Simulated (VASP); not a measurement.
Runs of VASP 6.6.1 on Hf. The structure is that of space group Im-3m (No. 229), or close to it. The cells are those of the table. 

```tsv
cell	k mesh	gap on the mesh (eV)	pressure (GPa)
a = 2.987 Å, angles 109.5°, 1 atom	18 × 18 × 18	none	9.1
a = 2.701 Å, angles 109.5°, 1 atom	20 × 20 × 20	none	(b)
a = 2.851 Å, angles 109.5°, 1 atom	18 × 18 × 18	none	(a)
a = 2.898 Å, angles 109.5°, 1 atom	18 × 18 × 18	none	(d)
a = 2.803 Å, angles 109.5°, 1 atom	20 × 20 × 20	none	42.5
a = 2.647 Å, angles 109.5°, 1 atom	20 × 20 × 20	none	91.7
a = 3.072 Å, angles 109.5°, 1 atom	18 × 18 × 18	none	-0.4
a = 3.030 Å, angles 109.5°, 1 atom	18 × 18 × 18	none	4.0
a = 2.753 Å, angles 109.5°, 1 atom	20 × 20 × 20	none	55.0
a = 2.944 Å, angles 109.5°, 1 atom	18 × 18 × 18	none	15.3
a = 3.112 Å, angles 109.5°, 1 atom	18 × 18 × 18	none	(c)
```

Alike in all rows: task single point; level PBE; potentials or basis VASP PAW PBE potentials, release 64 (Hf_pv); no spin polarisation; cutoff (eV) 520; smearing gaussian 0.05 eV.

Task: Estimate the missing entries.

Result: (a) 30.8; (b) 70.7; (c) -4.1; (d) 22.4.

Caveats: spin-orbit coupling is left out, which moves the levels of the heavy elements.

A k mesh can miss the band edges, and the runs leave out spin-orbit coupling on Hf.

A gap of «none» marks levels without a gap at the run's occupations.
